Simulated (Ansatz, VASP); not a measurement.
# Sn in VASP and in Ansatz

```xyz
2
Lattice="0.0000 3.3273 3.3273 3.3273 0.0000 3.3273 3.3273 3.3273 0.0000" Properties=species:S:1:pos:R:3 pbc="T T T"
Sn    0.0000    0.0000    0.0000
Sn    1.6637    1.6637    1.6637
```

Alike in both runs: task relaxation of cell and atoms; functional LDA; k mesh 12 × 12 × 12; occupations gaussian, width 0.1 eV; no spin polarisation.

|  | VASP | Ansatz |
| --- | --- | --- |
| version | VASP 6.6.1 | Ansatz 0.2.0 |
| potentials or method | VASP PAW LDA potentials, release 64 (Sn_d), cutoff 600 eV | scalar-relativistic, plane waves, PAW |
| valence electrons in the cell | 28 | 28 |

```csv
,VASP,Ansatz,Ansatz less VASP
"gap on the k mesh at the Fermi level, each at its own relaxed structure (eV)",none,none,-
relaxed volume (Å³/atom),33.96,33.92,-0.043
relaxed length of the cell vector where the two differ most in proportion (Å),4.580,4.578,-0.0019
```

LDA's correlation is that of Perdew and Zunger in VASP and of Perdew and Wang (1992) in Ansatz. A gap of «none» marks a metal or a gap that the smearing closes.
